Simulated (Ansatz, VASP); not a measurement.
## MoS2 in VASP and in Ansatz

The input INCAR:

```
PREC = Accurate
ENCUT = 520
EDIFF = 1E-6
ISMEAR = 0
SIGMA = 0.05
LREAL = F
LASPH = T
NELM = 80
ALGO = Normal
ISIF = 2
LWAVE = F
LCHARG = F
GGA = PE
IVDW = 12
NBANDS = 35
```

Contents of KPOINTS:

```
regular mesh
0
Gamma
  12 12 4
```

File POSCAR:

```
MoS2
1.0
    3.1493579417      0.0000000000      0.0000000000
   -1.5746789709      2.7274239831      0.0000000000
    0.0000000000      0.0000000000     12.0917670417
Mo S
2 4
Direct
    0.3333333333      0.6666666667      0.2500000000
    0.6666666667      0.3333333333      0.7500000000
    0.3333333333      0.6666666667      0.6254588542
    0.6666666667      0.3333333333      0.1254588542
    0.3333333333      0.6666666667      0.8745411458
    0.6666666667      0.3333333333      0.3745411458
```

Input for Ansatz:

```yaml
crystal:
  lattice:
    - [3.1493579417, 0.0, 0.0]
    - [-1.5746789709, 2.7274239831, 0.0]
    - [0.0, 0.0, 12.0917670417]
  atoms:
    - { symbol: Mo, position: [0.3333333333, 0.6666666667, 0.25] }
    - { symbol: Mo, position: [0.6666666667, 0.3333333333, 0.75] }
    - { symbol: S, position: [0.3333333333, 0.6666666667, 0.6254588542] }
    - { symbol: S, position: [0.6666666667, 0.3333333333, 0.1254588542] }
    - { symbol: S, position: [0.3333333333, 0.6666666667, 0.8745411458] }
    - { symbol: S, position: [0.6666666667, 0.3333333333, 0.3745411458] }
basis:
  ecutwfc: 420
kpoints:
  mp_grid: { grid: [12, 12, 4] }
hamiltonian:
  xc: pbe
  pseudopotentials: { kind: paw, azcp: { folder: soft_1 } }
  dispersion: d3bj
scf:
  occupations: { method: gaussian, width: 0.05 }
output:
  forces: true
  stress: true
  eigenvalues: true
```

Change from the starting cell: mode 10 frozen in at +0.000 Å and mode 16 at +0.060 Å (largest displacements).

Alike in both runs: task single point; functional PBE; dispersion D3(BJ); k mesh 12 × 12 × 4; occupations gaussian, width 0.05 eV; no spin polarisation.

|  | VASP | Ansatz |
| --- | --- | --- |
| version | VASP 6.6.1 | Ansatz 0.2.0 |
| potentials or method | VASP PAW PBE potentials, release 64 (Mo_sv, S), cutoff 520 eV | scalar-relativistic, plane waves, PAW |
| valence electrons in the cell | 52 | 52 |

|  | VASP | Ansatz | Ansatz less VASP |
| --- | --- | --- | --- |
| gap on the k mesh at the Fermi level (eV) | 0.72 | 0.70 | -0.020 |
| least direct gap on the mesh (eV) | 1.61 | 1.61 | -0.004 |
| pressure (GPa) | 6.2 | 6.4 | +0.19 |
| traceless stress, the component that is largest in VASP (GPa) | 4.45 | 4.50 | +0.054 |
| rms of the force components (eV/Å) | 0.595 | 0.604 | +0.0091 |

Atom by atom the forces differ by 0.009 eV/Å (rms over components).
